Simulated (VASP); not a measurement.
# ZrTi3Ge8 (C222) in VASP: single point with PBE

Aim: the single point of ZrTi3Ge8 with PBE.

All numbers are computed with VASP 6.6.1; they aren't measurements. Logs are shortened: lines on timing, memory, paths and dates and some standing lists are left out, and cuts for length are marked.

## Step 1: The cell of the first run

The structure is orthorhombic, space group C222 (No. 21). The conventional cell has a = 5.133 Å, b = 8.774 Å, c = 8.942 Å, α = 90.00°, β = 90.00°, γ = 90.00°. Within 3.6 Å of Zr (site symmetry 222) lie 10 Ge at 2.73 to 2.95 Å and 4 Ti at 3.39 Å. Within 3.5 Å of Ti (site symmetry 2) lie 10 Ge at 2.67 to 2.97 Å and 2 Ti at 3.38 Å and 2 Zr at 3.39 Å. Within 3.5 Å of Ti (site symmetry 222) lie 10 Ge at 2.63 to 2.96 Å and 4 Ti at 3.38 Å. Ge (site symmetry 1) has 4 Ti at 2.63 to 2.97 Å and 9 Ge at 2.65 to 3.43 Å and 1 Zr at 2.73 Å within 3.5 Å. Within 3.5 Å of Ge (site symmetry 2) lie 9 Ge at 2.65 to 3.37 Å and 5 Ti at 2.67 to 2.96 Å. Ge (site symmetry 2) has 2 Ti at 2.69 Å and 9 Ge at 2.71 to 3.43 Å and 3 Zr at 2.93 to 2.95 Å within 3.5 Å.

## Step 2: Single point, PBE

Contents of INCAR:

```
SYSTEM = ZrTi3Ge8
PREC = Accurate
ENCUT = 520
EDIFF = 1E-7
ISMEAR = -1
SIGMA = 0.15
LREAL = .FALSE.
LASPH = .TRUE.
NELM = 80
ALGO = Normal
ISIF = 2
LWAVE = .FALSE.
LCHARG = .FALSE.
GGA = PE
NBANDS = 92
```

Contents of KPOINTS:

```
regular mesh
0
G
  8 8 4
  0 0 0
```

Contents of POSCAR:

```
ZrTi3Ge8
1.0
    2.5666417995     -4.3869229059      0.0000000000
    2.5666417995      4.3869229059      0.0000000000
    0.0000000000      0.0000000000      8.9416525880
Zr Ti Ge
1 3 8
Direct
    0.5000000000      0.5000000000      0.0000000000
    0.0000000000      0.5000000000      0.7489528259
    0.5000000000      0.0000000000      0.2510471741
    0.0000000000      0.0000000000      0.5000000000
    0.1628008260      0.3295737795      0.2557025615
    0.6704262205      0.8371991740      0.7442974385
    0.3309619590      0.6690380410      0.5000000000
    0.8340380912      0.1659619088      0.0000000000
    0.6690380410      0.3309619590      0.5000000000
    0.1659619088      0.8340380912      0.0000000000
    0.8371991740      0.6704262205      0.2557025615
    0.3295737795      0.1628008260      0.7442974385
```

Potentials or basis: VASP PAW PBE potentials, release 64 (Zr_sv, Ti_sv, Ge_d).

Started as:

```
$ cat potpaw_PBE.64/Zr_sv/POTCAR potpaw_PBE.64/Ti_sv/POTCAR potpaw_PBE.64/Ge_d/POTCAR > POTCAR
$ mpirun -np 1 vasp_std > vasp.out
```

OUTCAR:

```text
SYSTEM = ZrTi3Ge8
   PREC = Accurate
   ENCUT = 520
   EDIFF = 1E-7
   ISMEAR = -1
   LREAL = .FALSE.
   LASPH = .TRUE.
   NELM = 80
   ISIF = 2
   GGA = PE

 ion  position               nearest neighbor table
   1  0.500  0.500  0.000-   5 2.73   6 2.73  11 2.73  12 2.73   8 2.93  10 2.93  10 2.95   8 2.95
                            10 2.95   8 2.95   3 3.39   2 3.39   2 3.39   3 3.39
   2  0.000  0.500  0.749-   7 2.67   9 2.67   8 2.69  10 2.69   1 3.39   1 3.39
   3  0.500  0.000  0.251-   7 2.67   9 2.67   8 2.69  10 2.69   1 3.39   1 3.39
   4  0.000  0.000  0.500-   5 2.63   6 2.63  11 2.63  12 2.63   7 2.90   9 2.90
   5  0.163  0.330  0.256-   4 2.63   7 2.65   8 2.71   1 2.73  11 2.92
   6  0.670  0.837  0.744-   4 2.63   7 2.65   8 2.71   1 2.73  12 2.92
   7  0.331  0.669  0.500-   5 2.65   6 2.65   2 2.67   3 2.67   4 2.90
   8  0.834  0.166  0.000-   2 2.69   3 2.69   5 2.71   6 2.71  10 2.91   1 2.93   1 2.95   1 2.95
[... 4 lines left out ...]
  11  0.837  0.670  0.256-   4 2.63   9 2.65  10 2.71   1 2.73   5 2.92
  12  0.330  0.163  0.744-   4 2.63   9 2.65  10 2.71   1 2.73   6 2.92

  LATTYP: Found a base centered orthorhombic cell.
 ALAT       =     5.1332835990
 B/A-ratio  =     1.7092073022
 C/A-ratio  =     1.7418972507

  Lattice vectors:

 A1 = (   2.5666417995,  -4.3869229059,   0.0000000000)
 A2 = (   2.5666417995,   4.3869229059,   0.0000000000)
 A3 = (   0.0000000000,   0.0000000000,   8.9416525880)

Analysis of symmetry for initial positions (statically):
=====================================================================
 Subroutine PRICEL returns:
 Original cell was already a primitive cell.

 Routine SETGRP: Setting up the symmetry group for a
 base centered orthorhombic supercell.

 Subroutine GETGRP returns: Found  4 space group operations
 (whereof  4 operations were pure point group operations)
 out of a pool of  8 trial point group operations.

The static configuration has the point symmetry D_2 .

Analysis of symmetry for dynamics (positions and initial velocities):
=====================================================================
 Subroutine PRICEL returns:
 Original cell was already a primitive cell.

 Routine SETGRP: Setting up the symmetry group for a
 base centered orthorhombic supercell.

 Subroutine GETGRP returns: Found  4 space group operations
 (whereof  4 operations were pure point group operations)
 out of a pool of  8 trial point group operations.

The dynamic configuration has the point symmetry D_2 .

[... 123 lines left out ...]
   NFREE  =      0    steps in history (QN), initial steepest desc. (CG)
   ISIF   =      2    stress and relaxation
   ISYM   =      2    0-nonsym 1-usesym 2-fastsym
   POTIM  = 0.5000    time-step for ionic-motion
   TEBEG  =    0.0;   TEEND  =   0.0 temperature during run
   PSTRESS=    0.0 pullay stress
   NELECT =     160.0000    total number of electrons
   NUPDOWN=      -1.0000    fix difference up-down
   EMIN   =  10.00;   EMAX   =-10.00  energy-range for DOS
   EFERMI =   0.00;   METHOD = LEGACY
   ISMEAR =    -1;   SIGMA  =   0.15  broadening in eV -4-tet -1-fermi 0-gaus
   EFERMI_NEDOS =   21; number of points for ismear=-14 and -15
   IALGO  =     38    algorithm
   IMIX   =      4    mixing-type and parameters
     AMIX     =   0.40;   BMIX     =  1.00
     AMIX_MAG =   1.60;   BMIX_MAG =  1.00
  volume/ion in A,a.u.               =      16.78       113.24
  Fermi-wavevector in a.u.,A,eV,Ry     =   1.516319  2.865427 31.282817  2.299222
  Thomas-Fermi vector in A             =   2.625724
   LORBIT       =      0    0 simple, 1 ext, 2 COOP (PROOUT), +10 PAW based schemes
   GGA     = PE    functional components
   LHFCALC =     F    Hartree Fock is set to
   AEXX    =    0.0000 exact exchange contribution
   IVDW    =     0    specifies the selected vdW correction
   LEPSILON=     F    determine dielectric tensor
   LRPA    =     F    only Hartree local field effects (RPA)
 non-spin polarized calculation
  energy-cutoff  :      520.00
  volume of cell :      201.36
 maximum number of plane-waves:      5462
 NGX is ok and might be reduce to    40
   NGX = 19   NGY = 19   NGZ = 33

 number of electron     160.0000006 magnetization

 Free energy of the ion-electron system (eV)
  ---------------------------------------------------
  ext. energy  EPLUGINS =         0.00000000
  ---------------------------------------------------
  free energy    TOTEN  =       -73.60612278 eV

  energy without entropy =      -73.25122305  energy(sigma->0) =      -73.42867292

 E-fermi :   8.4447     XC(G=0): -11.9014

 val. band max:        8.4427059385   @ k =   0.2500   0.1250   0.2500
 cond. band min:       8.4671948052   @ k =   0.3750  -0.0000   0.0000
 fundamental gap:      0.0244888667
 Fermi energy:         8.4446852183

 k-point     1 :       0.0000    0.0000    0.0000
  band No.  band energies     occupation
      1     -48.4145      2.00000
      2     -48.4138      2.00000
      3     -48.3795      2.00000
      4     -39.9898      2.00000
      5     -24.7316      2.00000
      6     -24.7179      2.00000
[... 2269 lines left out ...]
     91      10.8674      0.00000
     92      11.0309      0.00000

 [... further k-points ...]
[... 5 lines left out ...]
  --------------------------------------------------------------------------------------
  -------------------------------------------------------------------------------------
  Total        0.1342537      0.1193082      0.1943995      0.0000000      0.0000000      0.0000000
  in kB        1.0682276      0.9493091      1.5467943      0.0000000      0.0000000      0.0000000
  external PRESSURE =       1.1881103 kB  Pullay stress =       0.0000000 kB

 VOLUME and BASIS-vectors are now :
 -----------------------------------------------------------------------------
  energy-cutoff  :      520.00
  volume of cell :      201.36
      direct lattice vectors                 reciprocal lattice vectors
     2.566641800 -4.386922906  0.000000000     0.194807082 -0.113975105  0.000000000
     2.566641800  4.386922906  0.000000000     0.194807082  0.113975105  0.000000000
     0.000000000  0.000000000  8.941652588     0.000000000  0.000000000  0.111836150

 POSITION                                       TOTAL-FORCE (eV/Angst)
 -----------------------------------------------------------------------------------
      2.56664      0.00000      0.00000         0.000000     -0.000000      0.000000
      1.28332      2.19346      6.69688         0.000000     -0.000000      0.000844
      1.28332     -2.19346      2.24478         0.000000     -0.000000     -0.000844
      0.00000      0.00000      4.47083         0.000000     -0.000000      0.000000
      1.26375      0.73162      2.28640        -0.000334      0.000772      0.001351
      3.86953      0.73162      6.65525         0.000334      0.000772     -0.001351
      2.56664      1.48311      4.47083         0.000000     -0.000447      0.000000
      2.56664     -2.93080      0.00000         0.000000      0.000194      0.000000
      2.56664     -1.48311      4.47083         0.000000      0.000447      0.000000
      2.56664      2.93080      0.00000         0.000000     -0.000194      0.000000
      3.86953     -0.73162      2.28640         0.000334     -0.000772      0.001351
      1.26375     -0.73162      6.65525        -0.000334     -0.000772     -0.001351
 -----------------------------------------------------------------------------------
    total drift:                               -0.000000     -0.000000      0.000000

  FREE ENERGIE OF THE ION-ELECTRON SYSTEM (eV)
  ---------------------------------------------------
  free  energy   TOTEN  =       -73.6061227839 eV

  energy  without entropy=      -73.2512230543  energy(sigma->0) =      -73.42867292
```

Run time: 18 min. Hardware: 1 thread of AMD EPYC 9R45 (Zen 5), shared host; peak memory 0.92 GiB.

Results:

```yaml
Free_energy: -73.6061 eV
Pressure: 0.1 GPa
Band_gap_on_the_k_mesh: zero (bands 80 and 81 overlap by 1.57 eV)
```

The gap in the log of VASP goes by the Fermi energy; the results here count the filled bands.